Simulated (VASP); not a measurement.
# Ca (P6_3/mmc) in VASP: further runs

Runs on Ca. Level: PBEsol. Tasks: single point.

Program: VASP 6.6.1. These are calculated values, not measurements. Logs are shortened: lines on timing, memory, paths and dates and some standing lists are left out, and cuts for length are marked.

**1. The cell of the first run**

Symmetry: P6_3/mmc, No. 194, hexagonal system. The conventional cell has a = 3.060 Å, b = 3.060 Å, c = 5.152 Å, α = 90.00°, β = 90.00°, γ = 120.00°. Ca (site symmetry -6m2) has 12 Ca at 3.06 to 3.12 Å within 4.0 Å.

This isn't the form of Ca at room conditions, which is fcc.

**2. Single point, PBEsol**

INCAR

```
PREC = Accurate
ENCUT = 520
EDIFF = 1E-6
ISMEAR = -1
SIGMA = 0.05
LREAL = F
LASPH = T
NELM = 80
ALGO = Normal
ISIF = 2
LWAVE = F
LCHARG = F
GGA = PS
NBANDS = 17
```

KPOINTS

```
Automatic mesh
0
Gamma
  8 8 4
```

POSCAR

```
Ca
1.0
    3.0598705515      0.0000000000      0.0000000000
   -1.5299352758      2.6499256299      0.0000000000
    0.0000000000      0.0000000000      5.1522812603
Ca
2
Direct
    0.6666666667      0.3333333333      0.7500000000
    0.3333333333      0.6666666667      0.2500000000
```

Potentials or basis: VASP PAW PBE potentials, release 64 (Ca_sv).

Started as:

```sh
> cat potpaw_PBE.64/Ca_sv/POTCAR > POTCAR
> mpirun -np 1 vasp_std > vasp.out
```

OUTCAR:

```text
PREC = Accurate
   ENCUT = 520
   EDIFF = 1E-6
   ISMEAR = -1
   LREAL = F
   LASPH = T
   NELM = 80
   ISIF = 2
   GGA = PS

 ion  position               nearest neighbor table
   1  0.667  0.333  0.750-   2 3.12   2 3.12   2 3.12   2 3.12   2 3.12   2 3.12
   2  0.333  0.667  0.250-   1 3.12   1 3.12   1 3.12   1 3.12   1 3.12   1 3.12

  LATTYP: Found a hexagonal cell.
 ALAT       =     3.0598705515
 C/A-ratio  =     1.6838232774

  Lattice vectors:

 A1 = (   3.0598705515,   0.0000000000,   0.0000000000)
 A2 = (  -1.5299352758,   2.6499256299,   0.0000000000)
 A3 = (   0.0000000000,   0.0000000000,   5.1522812603)

Analysis of symmetry for initial positions (statically):
=====================================================================
 Subroutine PRICEL returns:
 Original cell was already a primitive cell.

 Routine SETGRP: Setting up the symmetry group for a
 hexagonal supercell.

 Subroutine GETGRP returns: Found 24 space group operations
 (whereof 12 operations were pure point group operations)
 out of a pool of 24 trial point group operations.

The static configuration has the point symmetry D_3d.
 The point group associated with its full space group is D_6h.

Analysis of symmetry for dynamics (positions and initial velocities):
=====================================================================
 Subroutine PRICEL returns:
 Original cell was already a primitive cell.

 Routine SETGRP: Setting up the symmetry group for a
 hexagonal supercell.

 Subroutine GETGRP returns: Found 24 space group operations
 (whereof 12 operations were pure point group operations)
 out of a pool of 24 trial point group operations.

The dynamic configuration has the point symmetry D_3d.
 The point group associated with its full space group is D_6h.

 Subroutine INISYM returns: Found 24 space group operations
 (whereof 12 operations are pure point group operations),
 and found     1 'primitive' translations

----------------------------------------------------------------------------------------

                                     Primitive cell

  volume of cell :      41.7769

  direct lattice vectors                    reciprocal lattice vectors
     3.059870551  0.000000000  0.000000000     0.326811211  0.188684541  0.000000000
    -1.529935276  2.649925630  0.000000000     0.000000000  0.377369081  0.000000000
     0.000000000  0.000000000  5.152281260     0.000000000  0.000000000  0.194088783

  length of vectors
     3.059870551  3.059870552  5.152281260     0.377369081  0.377369081  0.194088783

  position of ions in fractional coordinates (direct lattice)
     0.666666667  0.333333333  0.750000000
     0.333333333  0.666666667  0.250000000

  ion indices of the primitive-cell ions
   primitive index   ion index
                 1           1
                 2           2

----------------------------------------------------------------------------------------

 KPOINTS: Automatic mesh

Automatic generation of k-mesh.
 Grid dimensions read from file:
 generate k-points for:    8    8    4

 Generating k-lattice:

  Cartesian coordinates                     Fractional coordinates (reciprocal lattice)
     0.040851401  0.023585568  0.000000000     0.125000000 -0.000000000  0.000000000
     0.000000000  0.047171135  0.000000000     0.000000000  0.125000000  0.000000000
     0.000000000  0.000000000  0.048522196     0.000000000  0.000000000  0.250000000

  Length of vectors
     0.047171135  0.047171135  0.048522196

  Shift w.r.t. Gamma in fractional coordinates (k-lattice)
     0.000000000  0.000000000  0.000000000

 Subroutine IBZKPT returns following result:
 ===========================================

 Found     30 irreducible k-points:

 Following reciprocal coordinates:
            Coordinates               Weight
  0.000000  0.000000  0.000000      1.000000
  0.125000  0.000000  0.000000      6.000000
  0.250000  0.000000  0.000000      6.000000
  0.375000  0.000000  0.000000      6.000000
  0.500000  0.000000  0.000000      3.000000
  0.125000  0.125000  0.000000      6.000000
[... 16 lines left out ...]
  0.250000  0.000000  0.500000      6.000000
  0.375000  0.000000  0.500000      6.000000
 [... further k-points ...]
   k-points           NKPTS =     30   k-points in BZ     NKDIM =     30   number of bands    NBANDS=     17
   number of dos      NEDOS =    301   number of ions     NIONS =      2
   total plane-waves  NPLWV =  23040
   dimension x,y,z NGX =    24 NGY =   24 NGZ =   40
   dimension x,y,z NGXF=    48 NGYF=   48 NGZF=   80
   ions per type =               2
   NGX,Y,Z   is equivalent  to a cutoff of  13.04, 13.04, 12.91 a.u.
   NGXF,Y,Z  is equivalent  to a cutoff of  26.08, 26.08, 25.81 a.u.
 SYSTEM =  unknown system
   PREC   = accura    normal or accurate (medium, high low for compatibility)
   ISTART =      0    job   : 0-new  1-cont  2-samecut
   ICHARG =      2    charge: 1-file 2-atom 10-const
   ISPIN  =      1    spin polarized calculation?
   LNONCOLLINEAR =      F non collinear calculations
   LSORBIT =      F    spin-orbit coupling
   LASPH  =      T    aspherical Exc in radial PAW
   ENCUT  =  520.0 eV  38.22 Ry    6.18 a.u.   5.69  5.69  9.58*2*pi/ulx,y,z
   NELM   =     80;   NELMIN=  2; NELMDL= -5     # of ELM steps
   EDIFF  = 0.1E-05   stopping-criterion for ELM
   LREAL  =      F    real-space projection
   EDIFFG = 0.1E-04   stopping-criterion for IOM
   NSW    =      0    number of steps for IOM
   IBRION =     -1    ionic relax: 0-MD 1-quasi-New 2-CG
   NFREE  =      0    steps in history (QN), initial steepest desc. (CG)
   ISIF   =      2    stress and relaxation
   ISYM   =      2    0-nonsym 1-usesym 2-fastsym
   POTIM  = 0.5000    time-step for ionic-motion
   TEBEG  =    0.0;   TEEND  =   0.0 temperature during run
   PSTRESS=    0.0 pullay stress
   NELECT =      20.0000    total number of electrons
   NUPDOWN=      -1.0000    fix difference up-down
   EMIN   =  10.00;   EMAX   =-10.00  energy-range for DOS
   EFERMI =   0.00;   METHOD = LEGACY
   ISMEAR =    -1;   SIGMA  =   0.05  broadening in eV -4-tet -1-fermi 0-gaus
   EFERMI_NEDOS =   21; number of points for ismear=-14 and -15
   IALGO  =     38    algorithm
   IMIX   =      4    mixing-type and parameters
     AMIX     =   0.40;   BMIX     =  1.00
     AMIX_MAG =   1.60;   BMIX_MAG =  1.00
  volume/ion in A,a.u.               =      20.89       140.96
  Fermi-wavevector in a.u.,A,eV,Ry     =   1.280676  2.420127 22.315350  1.640132
  Thomas-Fermi vector in A             =   2.413090
   LORBIT       =      0    0 simple, 1 ext, 2 COOP (PROOUT), +10 PAW based schemes
   GGA     = PS    functional components
   LHFCALC =     F    Hartree Fock is set to
   AEXX    =    0.0000 exact exchange contribution
   IVDW    =     0    specifies the selected vdW correction
   LEPSILON=     F    determine dielectric tensor
   LRPA    =     F    only Hartree local field effects (RPA)
 non-spin polarized calculation
  energy-cutoff  :      520.00
  volume of cell :       41.78
 maximum number of plane-waves:      1148
 NGX is ok and might be reduce to    24
   NGX = 11   NGY = 11   NGZ = 19

 number of electron      20.0000005 magnetization

 Free energy of the ion-electron system (eV)
  ---------------------------------------------------
  ext. energy  EPLUGINS =         0.00000000
  ---------------------------------------------------
  free energy    TOTEN  =        -1.79617229 eV

  energy without entropy =       -1.78917877  energy(sigma->0) =       -1.79267553

 E-fermi :   5.4025     XC(G=0): -10.4311

 val. band max:        5.3668821975   @ k =   0.2500   0.1250   0.0000
 cond. band min:       5.5057525575   @ k =   0.3750   0.2500   0.0000
 fundamental gap:      0.1388703600
 Fermi energy:         5.4024863290

 k-point     1 :       0.0000    0.0000    0.0000
  band No.  band energies     occupation
      1     -35.1400      2.00000
      2     -34.8985      2.00000
      3     -16.8685      2.00000
      4     -15.7023      2.00000
      5     -15.7023      2.00000
      6     -15.5701      2.00000
[... 9 lines left out ...]
     16       9.2104      0.00000
     17      10.2264      0.00000

 k-point     2 :       0.1250    0.0000    0.0000
  band No.  band energies     occupation
      1     -35.1036      2.00000
      2     -34.8781      2.00000
      3     -16.7985      2.00000
      4     -15.8773      2.00000
      5     -15.7517      2.00000
      6     -15.7442      2.00000
[... 9 lines left out ...]
     16       9.5983      0.00000
     17       9.6307      0.00000

 k-point     3 :       0.2500    0.0000    0.0000
  band No.  band energies     occupation
      1     -35.0118      2.00000
      2     -34.8313      2.00000
      3     -16.6113      2.00000
      4     -16.2966      2.00000
      5     -16.1410      2.00000
      6     -15.8633      2.00000
[... 9 lines left out ...]
     16       9.8278      0.00000
     17      10.1507      0.00000

 k-point     4 :       0.3750    0.0000    0.0000
  band No.  band energies     occupation
      1     -34.9098      2.00000
      2     -34.7921      2.00000
      3     -16.7040      2.00000
      4     -16.5053      2.00000
      5     -16.3750      2.00000
      6     -15.9678      2.00000
[... 9 lines left out ...]
     16      11.3230      0.00000
     17      11.7390      0.00000

 k-point     5 :       0.5000    0.0000    0.0000
  band No.  band energies     occupation
      1     -34.8598      2.00000
      2     -34.7829      2.00000
      3     -16.8681      2.00000
      4     -16.6496      2.00000
      5     -16.2371      2.00000
      6     -16.0096      2.00000
[... 9 lines left out ...]
     16      12.5333      0.00000
     17      12.5874      0.00000

 k-point     6 :       0.1250    0.1250    0.0000
  band No.  band energies     occupation
      1     -35.0394      2.00000
      2     -34.8445      2.00000
      3     -16.6696      2.00000
      4     -16.1174      2.00000
      5     -16.0758      2.00000
      6     -15.8082      2.00000
[... 9 lines left out ...]
     16       9.5106      0.00000
     17       9.8465      0.00000

 k-point     7 :       0.2500    0.1250    0.0000
  band No.  band energies     occupation
      1     -34.9416      2.00000
      2     -34.8020      2.00000
      3     -16.5039      2.00000
      4     -16.4544      2.00000
      5     -16.3835      2.00000
      6     -15.9722      2.00000
[... 9 lines left out ...]
     16      10.1578      0.00000
     17      11.2429      0.00000

 k-point     8 :       0.3750    0.1250    0.0000
  band No.  band energies     occupation
      1     -34.8608      2.00000
      2     -34.7821      2.00000
      3     -16.7771      2.00000
      4     -16.5751      2.00000
      5     -16.2427      2.00000
      6     -16.0974      2.00000
[... 9 lines left out ...]
     16      11.4737      0.00000
     17      12.2449      0.00000
[... 203 lines left out ...]
      1     -34.8499      2.00000
      2     -34.7931      2.00000
      3     -16.6488      2.00000
      4     -16.6388      2.00000
      5     -16.2161      2.00000
      6     -16.1253      2.00000
[... 9 lines left out ...]
     16      10.6802      0.00000
     17      11.2404      0.00000

 k-point    20 :       0.3750    0.2500    0.2500
  band No.  band energies     occupation
      1     -34.8119      2.00000
      2     -34.7890      2.00000
      3     -16.6933      2.00000
      4     -16.5835      2.00000
      5     -16.3897      2.00000
      6     -16.1858      2.00000
[... 9 lines left out ...]
     16      10.7958      0.00000
     17      11.6565      0.00000

 k-point    21 :       0.0000    0.0000    0.5000
  band No.  band energies     occupation
      1     -35.0210      2.00000
      2     -35.0210      2.00000
      3     -16.2491      2.00000
      4     -16.2491      2.00000
      5     -15.6345      2.00000
      6     -15.6345      2.00000
[... 9 lines left out ...]
     16       8.6000      0.00000
     17      11.5513      0.00000

 k-point    22 :       0.1250    0.0000    0.5000
  band No.  band energies     occupation
      1     -34.9924      2.00000
      2     -34.9924      2.00000
      3     -16.2644      2.00000
      4     -16.2644      2.00000
      5     -15.7617      2.00000
      6     -15.7617      2.00000
[... 9 lines left out ...]
     16       8.9321      0.00000
     17      11.4584      0.00000

 k-point    23 :       0.2500    0.0000    0.5000
  band No.  band energies     occupation
      1     -34.9224      2.00000
      2     -34.9224      2.00000
      3     -16.4383      2.00000
      4     -16.4383      2.00000
      5     -15.9147      2.00000
      6     -15.9147      2.00000
[... 9 lines left out ...]
     16       9.6724      0.00000
     17      11.4337      0.00000

 k-point    24 :       0.3750    0.0000    0.5000
  band No.  band energies     occupation
      1     -34.8511      2.00000
      2     -34.8511      2.00000
      3     -16.7500      2.00000
      4     -16.7500      2.00000
      5     -15.9086      2.00000
      6     -15.9086      2.00000
[... 9 lines left out ...]
     16      10.0088      0.00000
     17      12.0153      0.00000

 [... further k-points ...]
[... 5 lines left out ...]
  --------------------------------------------------------------------------------------
  -------------------------------------------------------------------------------------
  Total        7.8467813      7.8467813      7.8321108     -0.0000000      0.0000000      0.0000000
  in kB      300.9302385    300.9302385    300.3676135     -0.0000000      0.0000000      0.0000000
  external PRESSURE =     300.7426968 kB  Pullay stress =       0.0000000 kB

 VOLUME and BASIS-vectors are now :
 -----------------------------------------------------------------------------
  energy-cutoff  :      520.00
  volume of cell :       41.78
      direct lattice vectors                 reciprocal lattice vectors
     3.059870551  0.000000000  0.000000000     0.326811211  0.188684541  0.000000000
    -1.529935276  2.649925630  0.000000000     0.000000000  0.377369081  0.000000000
     0.000000000  0.000000000  5.152281260     0.000000000  0.000000000  0.194088783

 POSITION                                       TOTAL-FORCE (eV/Angst)
 -----------------------------------------------------------------------------------
      1.52994      0.88331      3.86421        -0.000000      0.000000      0.000000
     -0.00000      1.76662      1.28807         0.000000     -0.000000      0.000000
 -----------------------------------------------------------------------------------
    total drift:                                0.000000     -0.000000      0.000000

  FREE ENERGIE OF THE ION-ELECTRON SYSTEM (eV)
  ---------------------------------------------------
  free  energy   TOTEN  =        -1.7961722942 eV

  energy  without entropy=       -1.7891787666  energy(sigma->0) =       -1.79267553
```

It took 26 s on 1 thread of Intel Xeon 8259CL, shared host; peak memory 0.16 GiB.

Results:

```
Free energy            : -1.7962 eV
Pressure               : 30.1 GPa
Band gap on the k mesh : zero (bands 10 and 11 overlap by 0.75 eV)
```

Levels at points of the mesh, in eV from the Fermi level:
```tsv
k point	band 7	band 8	band 9	band 10	band 11	band 12	band 13	band 14
(0.00, 0.00, 0.00)	-20.97	-20.97	-4.67	-1.35	1.54	2.90	3.18	3.18
(0.50, 0.00, 0.00)	-21.24	-21.15	-0.88	-0.78	-0.58	1.17	2.34	3.11
(0.00, 0.00, 0.50)	-21.04	-21.04	-2.93	-2.93	1.73	1.73	3.20	3.20
(0.50, 0.00, 0.50)	-21.28	-21.28	-1.28	-1.28	0.76	0.76	2.88	2.88
```

Caveat: the cell stands under pressure; the PAW data sets were made with another functional, which shifts forces and pressure a little.

(Continued in part 2 of 3.)
